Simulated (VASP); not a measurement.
SbC, 2 atoms in the cell. The structure is cubic, space group Pm-3m (No. 221). Conventional cell: a = 3.120 Å, b = 3.120 Å, c = 3.120 Å, α = 90.00°, β = 90.00°, γ = 90.00°. Sb (site symmetry m-3m) has 8 C at 2.70 Å and 6 Sb at 3.12 Å within 3.6 Å. Within 3.6 Å of C (site symmetry m-3m) lie 8 Sb at 2.70 Å and 6 C at 3.12 Å. The cell was built from a structure type or drawn by symmetry, and may not be a known phase.

| Quantity | Value |
| --- | --- |
| Program | VASP 6.6.1 |
| Task | relaxation of cell and atoms |
| Functional | PBE |
| Potentials or basis | VASP PAW PBE potentials, release 64 (Sb, C) |
| Cutoff | 600 eV |
| k mesh | 18 × 18 × 18 |
| Occupations | gaussian, width 0.1 eV |
| Spin | no spin polarisation |
| Dipole correction | no |
| Further INCAR settings | ALGO = Normal; EDIFF = 1e-06; IBRION = 2; EDIFFG = -0.01; NSW = 100; ISIF = 3 |

Potentials or basis: VASP PAW PBE potentials, release 64 (Sb, C).

Launch:

```sh
$ cat potpaw_PBE.64/Sb/POTCAR potpaw_PBE.64/C/POTCAR > POTCAR
$ mpirun -np 1 vasp_std > vasp.out
```

Hardware: 1 thread of Intel(R) Xeon(R) 6975P-C (Granite Rapids), with other jobs on the host.

How long does it take, and how much memory?

It took 49 s on 1 thread of Intel(R) Xeon(R) 6975P-C (Granite Rapids), with other jobs on the host, peak memory 0.23 GiB. Counts: scf iterations 22, k points 220, ion steps 3.
